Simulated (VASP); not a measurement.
# Si (a cell with a defect) in VASP: relaxation of the atoms with PBE

Aim: the relaxation of the atoms of Si (a cell with a defect) with PBE.

Everything below comes from runs of VASP 6.6.1. Logs are shortened: lines on timing, memory, paths and dates and some standing lists are left out, and cuts for length are marked.

## 1. The cell of the first run

The cell holds a defect, 17 atoms: a = 7.679 Å, b = 7.679 Å, c = 7.679 Å, α = 60.00°, β = 60.00°, γ = 60.00°.

## 2. Relaxation of the atoms, PBE

INCAR

```
SYSTEM = Si
  ALGO = Normal
  EDIFF = 1E-7
  EDIFFG = -0.03
  ENCUT = 520
  GGA = PE
  IBRION = 2
  ISIF = 2
  ISMEAR = 0
  LASPH = .True.
  LCHARG = .False.
  LREAL = Auto
  LWAVE = .False.
  NELM = 100
  NSW = 80
  PREC = Accurate
  SIGMA = 0.02
```

KPOINTS

```
k-points
0
Gamma
  2 2 2
  0 0 0
```

POSCAR

```
Si
1.0
    0.0000000000      5.4300000000      5.4300000000
    5.4300000000      0.0000000000      5.4300000000
    5.4300000000      5.4300000000      0.0000000000
Si
17
Direct
    0.0000000000      0.0000000000      0.0000000000
    0.1250000000      0.1250000000      0.1250000000
    0.0000000000      0.0000000000      0.5000000000
    0.1250000000      0.1250000000      0.6250000000
    0.0000000000      0.5000000000      0.0000000000
    0.1250000000      0.6250000000      0.1250000000
    0.0000000000      0.5000000000      0.5000000000
    0.1250000000      0.6250000000      0.6250000000
    0.5000000000      0.0000000000      0.0000000000
    0.6250000000      0.1250000000      0.1250000000
    0.5000000000      0.0000000000      0.5000000000
    0.6250000000      0.1250000000      0.6250000000
    0.5000000000      0.5000000000      0.0000000000
    0.6250000000      0.6250000000      0.1250000000
    0.5000000000      0.5000000000      0.5000000000
    0.6250000000      0.6250000000      0.6250000000
    0.3660431000      0.3887946000      0.8682373000
```

Potentials or basis: VASP PAW PBE potentials, release 64 (Si).

Run with:

```
> cat potpaw_PBE.64/Si/POTCAR > POTCAR
> mpirun -np 1 vasp_std > vasp.out
```

OUTCAR:

```text
SYSTEM = Si
   EDIFF = 1E-7
   EDIFFG = -0.03
   ENCUT = 520
   GGA = PE
   IBRION = 2
   ISIF = 2
   ISMEAR = 0
   LASPH = .True.
   LREAL = Auto
   NELM = 100
   NSW = 80
   PREC = Accurate

 ion  position               nearest neighbor table
   1  0.000  0.000  0.000-   2 2.35   4 2.35   6 2.35  10 2.35
   2  0.125  0.125  0.125-   1 2.35   3 2.35   5 2.35   9 2.35  17 2.74
   3  0.000  0.000  0.500-   2 2.35   4 2.35   8 2.35  12 2.35
   4  0.125  0.125  0.625-   1 2.35   3 2.35   7 2.35  11 2.35
   5  0.000  0.500  0.000-  17 2.30   6 2.35   8 2.35  14 2.35   2 2.35
   6  0.125  0.625  0.125-   1 2.35   5 2.35   7 2.35  13 2.35  17 2.68
   7  0.000  0.500  0.500-   4 2.35   6 2.35   8 2.35  16 2.35
   8  0.125  0.625  0.625-   3 2.35   5 2.35   7 2.35  15 2.35  17 2.63
   9  0.500  0.000  0.000-   2 2.35  10 2.35  12 2.35  14 2.35  17 2.44
  10  0.625  0.125  0.125-   1 2.35   9 2.35  11 2.35  13 2.35  17 2.80
  11  0.500  0.000  0.500-   4 2.35  10 2.35  12 2.35  16 2.35
  12  0.625  0.125  0.625-   3 2.35   9 2.35  11 2.35  15 2.35  17 2.75
  13  0.500  0.500  0.000-   6 2.35  10 2.35  14 2.35  16 2.35  17 2.37
  14  0.625  0.625  0.125-   5 2.35   9 2.35  13 2.35  15 2.35
  15  0.500  0.500  0.500-  17 2.31  12 2.35  14 2.35  16 2.35   8 2.35
  16  0.625  0.625  0.625-   7 2.35  11 2.35  13 2.35  15 2.35  17 2.69
  17  0.366  0.389  0.868-   5 2.30  15 2.31  13 2.37   9 2.44   8 2.63   6 2.68  16 2.69   2 2.74
                            12 2.75  10 2.80

  LATTYP: Found a face centered cubic cell.
 ALAT       =    10.8600000000

  Lattice vectors:

 A1 = (   0.0000000000,   5.4300000000,   5.4300000000)
 A2 = (   5.4300000000,   0.0000000000,   5.4300000000)
 A3 = (   5.4300000000,   5.4300000000,   0.0000000000)

Analysis of symmetry for initial positions (statically):
=====================================================================
 Subroutine PRICEL returns:
 Original cell was already a primitive cell.

 Routine SETGRP: Setting up the symmetry group for a
 face centered cubic supercell.

 Subroutine GETGRP returns: Found  1 space group operations
 (whereof  1 operations were pure point group operations)
 out of a pool of 48 trial point group operations.

The static configuration has the point symmetry C_1 .

Analysis of symmetry for dynamics (positions and initial velocities):
=====================================================================
 Subroutine PRICEL returns:
 Original cell was already a primitive cell.

 Routine SETGRP: Setting up the symmetry group for a
 face centered cubic supercell.

 Subroutine GETGRP returns: Found  1 space group operations
 (whereof  1 operations were pure point group operations)
 out of a pool of 48 trial point group operations.

The dynamic configuration has the point symmetry C_1 .

 Subroutine INISYM returns: Found  1 space group operations
 (whereof  1 operations are pure point group operations),
 and found     1 'primitive' translations

----------------------------------------------------------------------------------------

                                     Primitive cell

  volume of cell :     320.2060

  direct lattice vectors                    reciprocal lattice vectors
     0.000000000  5.430000000  5.430000000    -0.092081031  0.092081031  0.092081031
     5.430000000  0.000000000  5.430000000     0.092081031 -0.092081031  0.092081031
     5.430000000  5.430000000  0.000000000     0.092081031  0.092081031 -0.092081031

  length of vectors
     7.679179644  7.679179644  7.679179644     0.159489025  0.159489025  0.159489025

  position of ions in fractional coordinates (direct lattice)
     0.000000000  0.000000000  0.000000000
     0.125000000  0.125000000  0.125000000
     0.000000000  0.000000000  0.500000000
     0.125000000  0.125000000  0.625000000
     0.000000000  0.500000000  0.000000000
     0.125000000  0.625000000  0.125000000
[... 9 lines left out ...]
     0.625000000  0.625000000  0.625000000
     0.366043100  0.388794600  0.868237300

  ion indices of the primitive-cell ions
   primitive index   ion index
                 1           1
                 2           2
                 3           3
                 4           4
                 5           5
                 6           6
[... 9 lines left out ...]
                16          16
                17          17

----------------------------------------------------------------------------------------

 KPOINTS: k-points

Automatic generation of k-mesh.
 Grid dimensions read from file:
 generate k-points for:    2    2    2

 Generating k-lattice:

  Cartesian coordinates                     Fractional coordinates (reciprocal lattice)
    -0.046040516  0.046040516  0.046040516     0.500000000  0.000000000  0.000000000
     0.046040516 -0.046040516  0.046040516     0.000000000  0.500000000  0.000000000
     0.046040516  0.046040516 -0.046040516     0.000000000  0.000000000  0.500000000

  Length of vectors
     0.079744512  0.079744512  0.079744512

  Shift w.r.t. Gamma in fractional coordinates (k-lattice)
     0.000000000  0.000000000  0.000000000

 Subroutine IBZKPT returns following result:
 ===========================================

 Found      8 irreducible k-points:

 Following reciprocal coordinates:
            Coordinates               Weight
  0.000000  0.000000  0.000000      1.000000
  0.500000  0.000000  0.000000      1.000000
  0.000000  0.500000  0.000000      1.000000
  0.000000  0.000000  0.500000      1.000000
  0.500000  0.500000  0.500000      1.000000
  0.500000  0.500000  0.000000      1.000000
  0.000000  0.500000  0.500000      1.000000
  0.500000  0.000000  0.500000      1.000000
   k-points           NKPTS =      8   k-points in BZ     NKDIM =      8   number of bands    NBANDS=     43
   number of dos      NEDOS =    301   number of ions     NIONS =     17
   total plane-waves  NPLWV = 216000
   dimension x,y,z NGX =    60 NGY =   60 NGZ =   60
   dimension x,y,z NGXF=   120 NGYF=  120 NGZF=  120
   ions per type =              17
   NGX,Y,Z   is equivalent  to a cutoff of  12.99, 12.99, 12.99 a.u.
   NGXF,Y,Z  is equivalent  to a cutoff of  25.98, 25.98, 25.98 a.u.
 SYSTEM =  Si
   PREC   = accura    normal or accurate (medium, high low for compatibility)
   ISTART =      0    job   : 0-new  1-cont  2-samecut
   ICHARG =      2    charge: 1-file 2-atom 10-const
   ISPIN  =      1    spin polarized calculation?
   LNONCOLLINEAR =      F non collinear calculations
   LSORBIT =      F    spin-orbit coupling
   LASPH  =      T    aspherical Exc in radial PAW
   ENCUT  =  520.0 eV  38.22 Ry    6.18 a.u.  14.28 14.28 14.28*2*pi/ulx,y,z
   NELM   =    100;   NELMIN=  2; NELMDL= -5     # of ELM steps
   EDIFF  = 0.1E-06   stopping-criterion for ELM
   LREAL  =      T    real-space projection
   EDIFFG = -.3E-01   stopping-criterion for IOM
   NSW    =     80    number of steps for IOM
   IBRION =      2    ionic relax: 0-MD 1-quasi-New 2-CG
   NFREE  =      1    steps in history (QN), initial steepest desc. (CG)
   ISIF   =      2    stress and relaxation
   ISYM   =      2    0-nonsym 1-usesym 2-fastsym
   POTIM  = 0.5000    time-step for ionic-motion
   TEBEG  =    0.0;   TEEND  =   0.0 temperature during run
   PSTRESS=    0.0 pullay stress
   NELECT =      68.0000    total number of electrons
   NUPDOWN=      -1.0000    fix difference up-down
   EMIN   =  10.00;   EMAX   =-10.00  energy-range for DOS
   EFERMI =   0.00;   METHOD = LEGACY
   ISMEAR =     0;   SIGMA  =   0.02  broadening in eV -4-tet -1-fermi 0-gaus
   EFERMI_NEDOS =   21; number of points for ismear=-14 and -15
   IALGO  =     38    algorithm
   IMIX   =      4    mixing-type and parameters
     AMIX     =   0.40;   BMIX     =  1.00
     AMIX_MAG =   1.60;   BMIX_MAG =  1.00
  volume/ion in A,a.u.               =      18.84       127.11
  Fermi-wavevector in a.u.,A,eV,Ry     =   0.976715  1.845724 12.979587  0.953973
  Thomas-Fermi vector in A             =   2.107356
   LORBIT       =      0    0 simple, 1 ext, 2 COOP (PROOUT), +10 PAW based schemes
   GGA     = PE    functional components
   LHFCALC =     F    Hartree Fock is set to
   AEXX    =    0.0000 exact exchange contribution
   IVDW    =     0    specifies the selected vdW correction
   LEPSILON=     F    determine dielectric tensor
   LRPA    =     F    only Hartree local field effects (RPA)
 conjugate gradient relaxation of ions
 non-spin polarized calculation
 Gauss-broadening in eV      SIGMA  =   0.02
  energy-cutoff  :      520.00
  volume of cell :      320.21
 maximum number of plane-waves:      8646
 NGX is ok and might be reduce to    60
   NGX = 29   NGY = 29   NGZ = 29

--------------------------------------- Ionic step        1  -------------------------------------------

 number of electron      68.0000004 magnetization

 Free energy of the ion-electron system (eV)
  ---------------------------------------------------
  ext. energy  EPLUGINS =         0.00000000
  ---------------------------------------------------
  free energy    TOTEN  =       -87.82877259 eV

  energy without entropy =      -87.82499166  energy(sigma->0) =      -87.82688213

------------------------ aborting loop because EDIFF is reached ----------------------------------------

  FORCE on cell =-STRESS in cart. coord.  units (eV):
  Direction    XX          YY          ZZ          XY          YZ          ZX
  --------------------------------------------------------------------------------------
  -------------------------------------------------------------------------------------
  Total       11.6755310     11.8329064     11.6530292      0.2891236      0.4586938     -1.0693200
  in kB       58.4194872     59.2069279     58.3068974      1.4466538      2.2951126     -5.3504311
  external PRESSURE =      58.6444375 kB  Pullay stress =       0.0000000 kB

 VOLUME and BASIS-vectors are now :
 -----------------------------------------------------------------------------
  energy-cutoff  :      520.00
  volume of cell :      320.21
      direct lattice vectors                 reciprocal lattice vectors
     0.000000000  5.430000000  5.430000000    -0.092081031  0.092081031  0.092081031
     5.430000000  0.000000000  5.430000000     0.092081031 -0.092081031  0.092081031
     5.430000000  5.430000000  0.000000000     0.092081031  0.092081031 -0.092081031
[... 324 lines left out ...]
      6.78719      6.78605      6.82198        -0.013882     -0.000149     -0.015510
      6.79976      6.76136      4.08148        -0.011137      0.019024     -0.011444
 -----------------------------------------------------------------------------------
    total drift:                                0.001785     -0.001797      0.000672

  FREE ENERGIE OF THE ION-ELECTRON SYSTEM (eV)
  ---------------------------------------------------
  free  energy   TOTEN  =       -87.9890550184 eV

  energy  without entropy=      -87.9851990716  energy(sigma->0) =      -87.98712704

--------------------------------------- Ionic step        8  -------------------------------------------

 number of electron      68.0000000 magnetization

 Free energy of the ion-electron system (eV)
  ---------------------------------------------------
  ext. energy  EPLUGINS =         0.00000000
  ---------------------------------------------------
  free energy    TOTEN  =       -87.98944196 eV

  energy without entropy =      -87.98558578  energy(sigma->0) =      -87.98751387

 E-fermi :   6.9203     XC(G=0):  -9.6742

 val. band max:        6.6858268548   @ k =   0.0000   0.0000   0.0000
 cond. band min:       6.9262495565   @ k =   0.5000   0.5000   0.0000
 fundamental gap:      0.2404227016
 Fermi energy:         6.9203273396

 k-point     1 :       0.0000    0.0000    0.0000
  band No.  band energies     occupation
      1      -6.3184      2.00000
      2      -3.7760      2.00000
      3      -3.6294      2.00000
      4      -3.6278      2.00000
      5      -3.6248      2.00000
      6      -2.8041      2.00000
[... 383 lines left out ...]
      2.72062      2.71923      0.00544        -0.002711     -0.000193     -0.002743
      4.07192      4.07369      1.35707         0.001653     -0.004812      0.000656
      2.74537      5.39942      8.11463        -0.000379     -0.005282      0.010819
      4.10641      1.35556      4.07097        -0.008181     -0.001313     -0.005218
[... 9 lines left out ...]
      6.78639      6.78589      6.82125        -0.004879     -0.000850     -0.008903
      6.79849      6.76381      4.08038        -0.007985      0.017196     -0.005897
 -----------------------------------------------------------------------------------
    total drift:                                0.003013     -0.002141      0.002683

  FREE ENERGIE OF THE ION-ELECTRON SYSTEM (eV)
  ---------------------------------------------------
  free  energy   TOTEN  =       -87.9894419648 eV

  energy  without entropy=      -87.9855857843  energy(sigma->0) =      -87.98751387

 reached required accuracy - stopping structural energy minimisation
```

Wall time 12 min (1 thread of Intel Xeon Platinum 8259CL at 2.50GHz (Skylake/Cascade Lake), shared host); peak memory 0.54 GiB.

Results:

```yaml
Free_energy: -87.9894 eV
Energy_gained_by_relaxing: 9.5 meV/atom
Ionic_steps: 8
Pressure_after_relaxing: 5.4 GPa
Largest_force_after_relaxing: 0.028 eV/Å
Band_gap_on_the_k_mesh: zero (bands 34 and 35 overlap by 0.25 eV)
```

Forces on the atoms (eV/Å):
```
Si   0.000  0.003 -0.002
Si   0.008 -0.008  0.009
Si  -0.003  0.000 -0.003
Si   0.002 -0.005  0.001
Si   0.000 -0.005  0.011
Si  -0.008 -0.001 -0.005
Si   0.003 -0.003  0.003
Si  -0.001  0.006 -0.002
Si  -0.018  0.012 -0.019
Si   0.005 -0.012  0.005
Si  -0.002  0.003  0.000
Si   0.010 -0.008  0.008
Si   0.013 -0.002  0.012
Si  -0.005  0.010 -0.004
Si   0.009 -0.008  0.001
Si  -0.005 -0.001 -0.009
Si  -0.008  0.017 -0.006
```

Step by step:
```
step  energy change (eV)  largest force (eV/Å)  pressure (GPa)
   1              0.0000                1.2577            5.86
   2             -0.1514                0.2482            5.35
   3             -0.1516                0.2541            5.34
   4             -0.1580                0.1342            5.34
   5             -0.1583                0.1336            5.34
   6             -0.1600                0.0622            5.35
   7             -0.1603                0.0381            5.35
   8             -0.1607                0.0284            5.35
```

Final structure:
```yaml
crystal:
  lattice:
    - [0.00000, 5.43000, 5.43000]
    - [5.43000, 0.00000, 5.43000]
    - [5.43000, 5.43000, 0.00000]
  atoms:
    - { symbol: Si, position: [0.00028, 0.00058, 0.99870] }
    - { symbol: Si, position: [0.12135, 0.12259, 0.12801] }
    - { symbol: Si, position: [0.00037, 0.00063, 0.50041] }
    - { symbol: Si, position: [0.12512, 0.12480, 0.62510] }
    - { symbol: Si, position: [0.99159, 0.50282, 0.00278] }
    - { symbol: Si, position: [0.12156, 0.62816, 0.12808] }
    - { symbol: Si, position: [0.00050, 0.49838, 0.50052] }
    - { symbol: Si, position: [0.12176, 0.62819, 0.62189] }
    - { symbol: Si, position: [0.50095, 0.99694, 0.00099] }
    - { symbol: Si, position: [0.62791, 0.12238, 0.12792] }
    - { symbol: Si, position: [0.49872, 0.00057, 0.50029] }
    - { symbol: Si, position: [0.62798, 0.12255, 0.62144] }
    - { symbol: Si, position: [0.50190, 0.50210, 0.00193] }
    - { symbol: Si, position: [0.62287, 0.62835, 0.12337] }
    - { symbol: Si, position: [0.50259, 0.50268, 0.49208] }
    - { symbol: Si, position: [0.62806, 0.62815, 0.62164] }
    - { symbol: Si, position: [0.37253, 0.37892, 0.87310] }
```

Caveat: the k points lie up to 0.50 Å⁻¹ apart.

The gap in the log of VASP goes by the Fermi energy; the results here count the filled bands.